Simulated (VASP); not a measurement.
A run of VASP 6.6.1 is set up as follows.

The input POSCAR:

```
SiC
1.0
    3.1363290418      0.0000000000      0.0000000000
   -1.5681645209      2.7161406248      0.0000000000
    0.0000000000      0.0000000000      5.1470055276
Si C
2 2
Direct
    0.6666666667      0.3333333333      0.5000000000
    0.3333333333      0.6666666667      0.0000000000
    0.6666666667      0.3333333333      0.8850000000
    0.3333333333      0.6666666667      0.3850000000
```

File INCAR.step1:

```
SYSTEM = SiC
PREC = Accurate
ENCUT = 520
ISMEAR = -1
SIGMA = 0.05
LREAL = .FALSE.
LASPH = .TRUE.
NELM = 100
NBANDS = 16
GGA = PE
ALGO = Normal
EDIFF = 1E-4
LWAVE = .TRUE.
LCHARG = .FALSE.
```

The input INCAR.step2:

```
SYSTEM = SiC
PREC = Accurate
ENCUT = 520
EDIFF = 1E-6
ISMEAR = -1
SIGMA = 0.05
LREAL = .FALSE.
LASPH = .TRUE.
NELM = 100
ALGO = Normal
ISIF = 2
LWAVE = .FALSE.
LCHARG = .FALSE.
METAGGA = R2SCAN
LMIXTAU = .TRUE.
NBANDS = 16
ISTART = 1
```

Contents of KPOINTS:

```
Automatic mesh
0
G
  10 10 5
  0 0 0
```

Potentials or basis: VASP PAW PBE potentials, release 64 (Si, C).

The run is started by

```bash
$ cat potpaw_PBE.64/Si/POTCAR potpaw_PBE.64/C/POTCAR > POTCAR
$ cp INCAR.step1 INCAR
$ mpirun -np 1 vasp_std > vasp.out
$ cp INCAR.step2 INCAR
$ mpirun -np 1 vasp_std > vasp.out
```

(1) Estimate the largest force.

(2) What does it give for the band gap on the k mesh?

(3) Predict the pressure.

Answers

(1) 0.684 eV/Å.

(2) 2.89 eV, indirect (least direct gap 4.45 eV).

(3) -11.8 GPa.

Caveat: the PAW data sets were made with another functional, which shifts forces and pressure a little.
